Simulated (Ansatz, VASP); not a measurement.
**Two plane-wave programs on Ir**

```
CELL_PARAMETERS angstrom
3.84928 0.00000 0.00000
0.00000 3.84928 0.00000
-1.92464 0.00000 1.91989
ATOMIC_POSITIONS crystal
Ir 0.00000 0.00000 0.00000
Ir 0.50000 0.50000 0.00000
```

Change from the starting cell: band edges of the strained film's bulk.

Alike in both runs: task single point; functional r2SCAN; k mesh 9 × 9 × 18; occupations gaussian, width 0.1 eV; no spin polarisation.

|  | VASP | Ansatz |
| --- | --- | --- |
| version | VASP 6.6.1 | Ansatz 0.2.0 |
| potentials or method | VASP PAW PBE potentials, release 64 (Ir), cutoff 520 eV | scalar-relativistic, plane waves, PAW |
| valence electrons in the cell | 18 | 34 |

|  | VASP | Ansatz | Ansatz less VASP |
| --- | --- | --- | --- |
| gap on the k mesh at the Fermi level (eV) | none | none | - |
| pressure (GPa) | 1.8 | -0.6 | -2.46 |
| traceless stress, the component that is largest in VASP (GPa) | 0.65 | 0.65 | -0.002 |

VASP's potentials were made for PBE, not for r2SCAN. A gap of «none» marks a metal or a gap that the smearing closes. The functional is the same, so the differences come from potentials, cutoffs and numerics. VASP's potentials hold 18 valence electrons a cell and Ansatz's 34, so a difference there can come from the potentials and not from the codes.

Neither program's run includes spin-orbit coupling.
